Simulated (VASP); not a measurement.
Input of a VASP 6.6.1 run:

File INCAR:

```
PREC     = Accurate       # precision mode
ENCUT    = 520            # plane-wave cutoff, eV
EDIFF    = 1E-6           # SCF threshold, eV
ISMEAR   = 0              # smearing method
SIGMA    = 0.1            # smearing width, eV
LREAL    = F              # projectors in reciprocal space
LASPH    = T              # aspherical terms in the spheres
NELM     = 150            # most SCF steps
ALGO     = Normal         # electronic algorithm
ISIF     = 2              # what is computed and relaxed
LWAVE    = F              # write WAVECAR
LCHARG   = F              # write CHGCAR
ISPIN    = 2              # spin polarisation
MAGMOM   = 0 1            # initial moments
LORBIT   = 11             # projections on sites
GGA      = PE             # functional
NBANDS   = 20             # bands
```

The input KPOINTS:

```
regular mesh
0
Gamma
  6 6 6
```

The input POSCAR:

```
GaO
1.0
    2.8328285218      0.0000000000      0.0000000000
    0.0000000000      2.8328285218      0.0000000000
    0.0000000000      0.0000000000      2.8328285218
Ga O
1 1
Direct
    0.5000000000      0.5000000000      0.5000000000
    0.0000000000      0.0000000000      0.0000000000
```

Potentials or basis: VASP PAW PBE potentials, release 64 (Ga_d, O).

The run is started by

```console
$ cat potpaw_PBE.64/Ga_d/POTCAR potpaw_PBE.64/O/POTCAR > POTCAR
$ mpirun -np 1 vasp_std > vasp.out
```

(1) Estimate the net moment.

(2) Estimate the pressure.

Results:

(1) 0.00 μB per cell.

(2) 0.4 GPa.

Caveat: the k points lie up to 0.37 Å⁻¹ apart.
